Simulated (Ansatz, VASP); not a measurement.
LaZn: VASP beside Ansatz

```
La Zn
1.0
     3.72483    0.00000    0.00000
     0.00000    3.72483    0.00000
     0.00000    0.00000    3.72483
La Zn
1 1
Direct
  0.50000 0.50000 0.50000
  0.00000 0.00000 0.00000
```

Change from the starting cell: volume scaled by 0.98, crystal datasets.

Alike in both runs: task electric field gradients; functional LDA; k mesh 9 × 9 × 9; occupations fermi-dirac, width 0.05 eV; no spin polarisation.

```csv
,VASP,Ansatz
version,VASP 6.6.1,Ansatz 0.2.0
potentials or method,"VASP PAW LDA potentials, release 64 (La, Zn), cutoff 520 eV","all-electron PAW with datasets made for the crystal, scalar-relativistic"
```

```csv
,VASP,Ansatz,Ansatz less VASP
pressure (GPa),-3.1,-3.2,-0.03
```

LDA's correlation is that of Perdew and Zunger in VASP and of Perdew and Wang (1992) in Ansatz. Ansatz ran all-electron here, and VASP with PAW potentials.

Neither program's run includes spin-orbit coupling.
